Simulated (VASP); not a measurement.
# KMo2 (P-4m2) in VASP: notebook

KMo2 is run at these levels: PBE; tasks: single point, relaxation of cell and atoms.

Everything below comes from runs of VASP 6.6.1. Logs are shortened: lines on timing, memory, paths and dates and some standing lists are left out, and cuts for length are marked.

**1. The cell of the first run**

The structure is tetragonal, space group P-4m2 (No. 115). The conventional cell has a = 3.262 Å, b = 3.262 Å, c = 7.398 Å, α = 90.00°, β = 90.00°, γ = 90.00°. K (site symmetry -4m2) has 4 K at 3.26 Å and 4 Mo at 3.57 Å within 4.3 Å. Mo (site symmetry 2mm) has 8 Mo at 2.53 to 3.26 Å within 3.3 Å.

**2. Single point, PBE (atoms taken out)**

INCAR reads:

```
SYSTEM = KMo2
PREC     = Accurate       ! precision mode
ENCUT    = 520            ! plane-wave cutoff, eV
EDIFF    = 1E-6           ! SCF threshold, eV
ISMEAR   = 0              ! smearing method
SIGMA    = 0.1            ! smearing width, eV
LREAL    = .False.        ! projectors in reciprocal space
LASPH    = .True.         ! aspherical terms in the spheres
NELM     = 80             ! most SCF steps
ALGO     = Normal         ! electronic algorithm
ISIF     = 2              ! what is computed and relaxed
LWAVE    = .False.        ! write WAVECAR
LCHARG   = .False.        ! write CHGCAR
GGA      = PE             ! functional
NBANDS   = 26             ! bands
```

KPOINTS reads:

```
Automatic mesh
0
Gamma
  4 4 4
  0 0 0
```

POSCAR reads:

```
KMo2
1.0
    3.2624746883      0.0000000000      0.0000000000
    0.0000000000      3.2624746883      0.0000000000
    0.0000000000      0.0000000000      7.3976463093
K Mo
1 2
Direct
    0.0000000000      0.0000000000      0.0000000000
    0.5000000000      0.0000000000      0.5708675394
    0.0000000000      0.5000000000      0.4291324606
```

Potentials or basis: VASP PAW PBE potentials, release 64 (K_sv, Mo_sv).

The run is started by

```bash
$ cat potpaw_PBE.64/K_sv/POTCAR potpaw_PBE.64/Mo_sv/POTCAR > POTCAR
$ mpirun -np 1 vasp_std > vasp.out
```

OUTCAR:

```text
SYSTEM = KMo2
   PREC = Accurate
   ENCUT = 520
   EDIFF = 1E-6
   ISMEAR = 0
   LREAL = .False.
   LASPH = .True.
   NELM = 80
   ISIF = 2
   GGA = PE

 ion  position               nearest neighbor table
   1  0.000  0.000  0.000-   2 3.57   3 3.57   3 3.57   2 3.57
   2  0.500  0.000  0.571-   3 2.53   3 2.53   3 2.53   3 2.53   1 3.57   1 3.57
   3  0.000  0.500  0.429-   2 2.53   2 2.53   2 2.53   2 2.53   1 3.57   1 3.57

  LATTYP: Found a simple tetragonal cell.
 ALAT       =     3.2624746883
 C/A-ratio  =     2.2674953880

  Lattice vectors:

 A1 = (   3.2624746883,   0.0000000000,   0.0000000000)
 A2 = (   0.0000000000,   3.2624746883,   0.0000000000)
 A3 = (   0.0000000000,   0.0000000000,   7.3976463093)

Analysis of symmetry for initial positions (statically):
=====================================================================
 Subroutine PRICEL returns:
 Original cell was already a primitive cell.

 Routine SETGRP: Setting up the symmetry group for a
 simple tetragonal supercell.

 Subroutine GETGRP returns: Found  8 space group operations
 (whereof  8 operations were pure point group operations)
 out of a pool of 16 trial point group operations.

The static configuration has the point symmetry D_2d.

Analysis of symmetry for dynamics (positions and initial velocities):
=====================================================================
 Subroutine PRICEL returns:
 Original cell was already a primitive cell.

 Routine SETGRP: Setting up the symmetry group for a
 simple tetragonal supercell.

 Subroutine GETGRP returns: Found  8 space group operations
 (whereof  8 operations were pure point group operations)
 out of a pool of 16 trial point group operations.

The dynamic configuration has the point symmetry D_2d.

 Subroutine INISYM returns: Found  8 space group operations
 (whereof  8 operations are pure point group operations),
 and found     1 'primitive' translations

----------------------------------------------------------------------------------------

                                     Primitive cell

  volume of cell :      78.7386

  direct lattice vectors                    reciprocal lattice vectors
     3.262474688  0.000000000  0.000000000     0.306515788  0.000000000  0.000000000
     0.000000000  3.262474688  0.000000000     0.000000000  0.306515788  0.000000000
     0.000000000  0.000000000  7.397646309     0.000000000  0.000000000  0.135178131

  length of vectors
[... 74 lines left out ...]
   LASPH  =      T    aspherical Exc in radial PAW
   ENCUT  =  520.0 eV  38.22 Ry    6.18 a.u.   6.07  6.07 13.75*2*pi/ulx,y,z
   NELM   =     80;   NELMIN=  2; NELMDL= -5     # of ELM steps
   EDIFF  = 0.1E-05   stopping-criterion for ELM
   LREAL  =      F    real-space projection
   EDIFFG = 0.1E-04   stopping-criterion for IOM
   NSW    =      0    number of steps for IOM
   IBRION =     -1    ionic relax: 0-MD 1-quasi-New 2-CG
   NFREE  =      0    steps in history (QN), initial steepest desc. (CG)
   ISIF   =      2    stress and relaxation
   ISYM   =      2    0-nonsym 1-usesym 2-fastsym
   POTIM  = 0.5000    time-step for ionic-motion
   TEBEG  =    0.0;   TEEND  =   0.0 temperature during run
   PSTRESS=    0.0 pullay stress
   NELECT =      37.0000    total number of electrons
   NUPDOWN=      -1.0000    fix difference up-down
   EMIN   =  10.00;   EMAX   =-10.00  energy-range for DOS
   EFERMI =   0.00;   METHOD = LEGACY
   ISMEAR =     0;   SIGMA  =   0.10  broadening in eV -4-tet -1-fermi 0-gaus
   EFERMI_NEDOS =   21; number of points for ismear=-14 and -15
   IALGO  =     38    algorithm
   IMIX   =      4    mixing-type and parameters
     AMIX     =   0.40;   BMIX     =  1.00
     AMIX_MAG =   1.60;   BMIX_MAG =  1.00
  volume/ion in A,a.u.               =      26.25       177.12
  Fermi-wavevector in a.u.,A,eV,Ry     =   1.272759  2.405165 22.040282  1.619915
  Thomas-Fermi vector in A             =   2.405620
   LORBIT       =      0    0 simple, 1 ext, 2 COOP (PROOUT), +10 PAW based schemes
   GGA     = PE    functional components
   LHFCALC =     F    Hartree Fock is set to
   AEXX    =    0.0000 exact exchange contribution
   IVDW    =     0    specifies the selected vdW correction
   LEPSILON=     F    determine dielectric tensor
   LRPA    =     F    only Hartree local field effects (RPA)
 non-spin polarized calculation
 Gauss-broadening in eV      SIGMA  =   0.10
  energy-cutoff  :      520.00
  volume of cell :       78.74
 maximum number of plane-waves:      2144
   NGX = 13   NGY = 13   NGZ = 27

 number of electron      36.9999998 magnetization

 Free energy of the ion-electron system (eV)
  ---------------------------------------------------
  ext. energy  EPLUGINS =         0.00000000
  ---------------------------------------------------
  free energy    TOTEN  =       -19.69719664 eV

  energy without entropy =      -19.68998554  energy(sigma->0) =      -19.69359109

 E-fermi :   5.0398     XC(G=0):  -9.6698

 val. band max:        5.0099969776   @ k =   0.2500   0.0000   0.0000
 cond. band min:       5.0733356419   @ k =   0.2500   0.2500   0.5000
 fundamental gap:      0.0633386643
 Fermi energy:         5.0397890809

 k-point     1 :       0.0000    0.0000    0.0000
  band No.  band energies     occupation
      1     -55.7638      2.00000
      2     -55.2630      2.00000
      3     -30.1314      2.00000
      4     -30.1314      2.00000
      5     -29.7785      2.00000
      6     -29.5376      2.00000
[... 511 lines left out ...]
     25       8.5377      0.00000
     26       9.4489      0.00000

------------------------ aborting loop because EDIFF is reached ----------------------------------------

  FORCE on cell =-STRESS in cart. coord.  units (eV):
  Direction    XX          YY          ZZ          XY          YZ          ZX
  --------------------------------------------------------------------------------------
  -------------------------------------------------------------------------------------
  Total        0.0928115      0.0928115      0.0495012      0.0000000      0.0000000      0.0000000
  in kB        1.8885325      1.8885325      1.0072518      0.0000000      0.0000000      0.0000000
  external PRESSURE =       1.5947722 kB  Pullay stress =       0.0000000 kB

 VOLUME and BASIS-vectors are now :
 -----------------------------------------------------------------------------
  energy-cutoff  :      520.00
  volume of cell :       78.74
      direct lattice vectors                 reciprocal lattice vectors
     3.262474688  0.000000000  0.000000000     0.306515788  0.000000000  0.000000000
     0.000000000  3.262474688  0.000000000     0.000000000  0.306515788  0.000000000
     0.000000000  0.000000000  7.397646309     0.000000000  0.000000000  0.135178131

 POSITION                                       TOTAL-FORCE (eV/Angst)
 -----------------------------------------------------------------------------------
      0.00000      0.00000      0.00000        -0.000000     -0.000000     -0.000000
      1.63124      0.00000      4.22308         0.000000      0.000000      0.023135
      0.00000      1.63124      3.17457         0.000000     -0.000000     -0.023135
 -----------------------------------------------------------------------------------
    total drift:                                0.000000      0.000000      0.000000

  FREE ENERGIE OF THE ION-ELECTRON SYSTEM (eV)
  ---------------------------------------------------
  free  energy   TOTEN  =       -19.6971966434 eV

  energy  without entropy=      -19.6899855408  energy(sigma->0) =      -19.69359109
```

Wall time 28 s (1 thread of Intel Xeon 8259CL, shared host); peak memory 0.2 GiB.

What came out:

* Free energy: -19.6972 eV
* Pressure: 0.2 GPa
* Largest force: 0.023 eV/Å
* Band gap on the k mesh: zero (an odd number of electrons rules out a gap without spin polarisation)

Forces on the atoms (eV/Å):
```
K    0.000  0.000  0.000
Mo   0.000  0.000  0.023
Mo   0.000  0.000 -0.023
```

Caveat: the k points lie up to 0.48 Å⁻¹ apart, too coarse for converged energies and pressures of a metal; the cell differs from its parent crystal (atoms taken out).

**3. Single point, PBE (atoms taken out)**

INCAR reads:

```
ALGO = Normal
EDIFF = 1E-6
ENCUT = 520
GGA = PE
ISIF = 2
ISMEAR = 0
LASPH = T
LCHARG = F
LREAL = F
LWAVE = F
NBANDS = 26
NELM = 80
PREC = Accurate
SIGMA = 0.1
```

KPOINTS reads:

```
k-points
0
Gamma
  4 4 4
```

POSCAR reads:

```
KMo2
1.0
    4.0315905600      0.0000000000      0.0000000000
    0.0000000000      4.0315905600      0.0000000000
    0.0000000000      0.0000000000      5.7015300500
K Mo
1 2
Direct
    0.0000000000      0.0000000000      0.0000000000
    0.5000000000      0.0000000000      0.7500000000
    0.0000000000      0.5000000000      0.2500000000
```

Potentials or basis: VASP PAW PBE potentials, release 64 (K_sv, Mo_sv).

The run is started by

```bash
$ cat potpaw_PBE.64/K_sv/POTCAR potpaw_PBE.64/Mo_sv/POTCAR > POTCAR
$ mpirun -np 1 vasp_std > vasp.out
```

Run time: 44 s. Hardware: 1 thread of Intel Xeon 8259CL, shared host; peak memory 0.2 GiB.

The run converged. Its results:

| Quantity | Value |
| --- | --- |
| Free energy | -8.2431 eV |
| Pressure | -9.1 GPa |
| Largest force | 2.242 eV/Å |
| Band gap on the k mesh | zero (an odd number of electrons rules out a gap without spin polarisation) |

Forces on the atoms (eV/Å):
```
K    0.000  0.000  0.000
Mo   0.000  0.000 -2.242
Mo   0.000  0.000  2.242
```

Stress tensor (GPa, compression positive):
```
-8.87  0.00  0.00
 0.00 -8.87  0.00
 0.00  0.00 -9.47
```

Levels at points of the mesh, in eV from the Fermi level:
```
           k point  band 17  band 18  band 19  band 20  band 21  band 22
(0.00, 0.00, 0.00)    -0.07     0.05     0.05     0.19     0.35     0.35
(0.50, 0.00, 0.00)    -0.57    -0.53    -0.46     0.11     0.14     0.72
(0.50, 0.50, 0.00)     0.03     0.29     0.29     0.67     0.67     0.75
(0.00, 0.00, 0.50)    -0.23    -0.10    -0.08    -0.08     0.18     0.23
(0.50, 0.00, 0.50)    -0.32    -0.27     0.00     0.18     0.35     0.55
(0.50, 0.50, 0.50)    -0.40    -0.16    -0.16     0.10     0.82     0.82
```

Caveat: the k points lie up to 0.39 Å⁻¹ apart, too coarse for converged energies and pressures of a metal; the cell differs from its parent crystal (atoms taken out); forces of over 1 eV/Å act on the atoms, so gaps and moduli don't describe the material at rest.

(Part 1 of 2 ends here.)
